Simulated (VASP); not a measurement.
A run of VASP 6.6.1 is set up as follows.

Contents of INCAR:

```
ALGO     = Normal         # electronic algorithm
DIPOL    = 0.5 0.5 0.339
EDIFF    = 1E-6           # SCF threshold, eV
ENCUT    = 520            # plane-wave cutoff, eV
GGA      = PE             # functional
IDIPOL   = 3            
ISIF     = 2              # what is computed and relaxed
ISMEAR   = 0              # smearing method
LASPH    = T              # aspherical terms in the spheres
LCHARG   = T              # write CHGCAR
LDIPOL   = T            
LELF     = T              # ELF
LREAL    = F              # projectors in reciprocal space
LVACPOTAV= T            
LVHAR    = T            
LWAVE    = F              # write WAVECAR
NBANDS   = 31             # bands
NELM     = 100            # most SCF steps
PREC     = Accurate       # precision mode
SIGMA    = 0.1            # smearing width, eV
```

The input KPOINTS:

```
k-points
0
Gamma
  9 9 1
```

Contents of POSCAR:

```
W3C
1.0
    2.8545944806      0.0000000000      0.0000000000
   -1.4272972403      2.4721513377      0.0000000000
    0.0000000000      0.0000000000     21.6971108210
W C
3 1
Direct
    0.6666666667      0.3333333333      0.1843563428
    0.3333333333      0.6666666667      0.2926027619
    0.0000000000      0.0000000000      0.4008418859
    0.3333333333     -0.3333333333      0.4787324408
```

Potentials or basis: VASP PAW PBE potentials, release 64 (W_sv, C).

Launch:

```sh
$ cat potpaw_PBE.64/W_sv/POTCAR potpaw_PBE.64/C/POTCAR > POTCAR
$ mpirun -np 1 vasp_std > vasp.out
```

**Question.** What does it give for the band gap on the k mesh?

**Answer.** Zero (band 23 reaches 0.28 eV, above the bottom of band 24 at -0.71 eV).

**Question.** Estimate the largest force.

**Answer.** 3.401 eV/Å.

Forces on the atoms (eV/Å):
```
W    0.000  0.000 -0.061
W    0.000  0.000  0.184
W    0.000  0.000  3.278
C    0.000  0.000 -3.401
```

Caveat: spin-orbit coupling is left out, which moves the levels of the heavy elements.
